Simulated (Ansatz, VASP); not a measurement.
V3H: VASP beside Ansatz

Contents of INCAR:

```
SYSTEM = V3H
PREC = Accurate
ENCUT = 600
EDIFF = 1E-6
ISMEAR = 0
SIGMA = 0.1
LREAL = .False.
LASPH = .True.
NELM = 100
ALGO = Normal
ISIF = 3
LWAVE = .False.
LCHARG = .False.
GGA = PE
IBRION = 2
NSW = 100
EDIFFG = -0.01
```

KPOINTS

```
regular mesh
0
Gamma
  14 14 14
  0 0 0
```

POSCAR

```
V3H
1.0
    3.5881769923      0.0000000000      0.0000000000
    0.0000000000      3.5881769923      0.0000000000
    0.0000000000      0.0000000000      3.5881769923
V H
3 1
Direct
    0.0000000000      0.5000000000      0.5000000000
    0.5000000000      0.0000000000      0.5000000000
    0.5000000000      0.5000000000      0.0000000000
    0.0000000000      0.0000000000      0.0000000000
```

Input for Ansatz:

```yaml
crystal:
  lattice:
    - [3.5881769923, 0.0, 0.0]
    - [0.0, 3.5881769923, 0.0]
    - [0.0, 0.0, 3.5881769923]
  atoms:
    - { symbol: V, position: [0.0, 0.5, 0.5] }
    - { symbol: V, position: [0.5, 0.0, 0.5] }
    - { symbol: V, position: [0.5, 0.5, 0.0] }
    - { symbol: H, position: [0.0, 0.0, 0.0] }
basis:
  ecutwfc: 420
kpoints:
  mp_grid: { grid: [14, 14, 14] }
hamiltonian:
  xc: pbe
scf:
  occupations: { method: gaussian, width: 0.1 }
output:
  forces: true
  stress: true
  eigenvalues: true
relax:
  adjacent_minimum: "off"
  f_tol: 0.01
  max_steps: 80
  cell: { stress_tol: 0.05 }
```

Alike in both runs: task relaxation of cell and atoms; functional PBE; k mesh 14 × 14 × 14; occupations gaussian, width 0.1 eV; no spin polarisation.

```csv
,VASP,Ansatz
version,VASP 6.6.1,Ansatz 0.2.0
potentials or method,"VASP PAW PBE potentials, release 64 (V_sv, H), cutoff 600 eV","scalar-relativistic, plane waves, PAW"
valence electrons in the cell,40,40
```

```csv
,VASP,Ansatz,Ansatz less VASP
"gap on the k mesh at the Fermi level, each at its own relaxed structure (eV)",none,none,-
relaxed volume (Å³/atom),11.58,11.57,-0.016
relaxed cell length with the largest relative difference (Å),3.592,3.590,-0.0017
```

A gap of «none» marks a metal or a gap that the smearing closes.
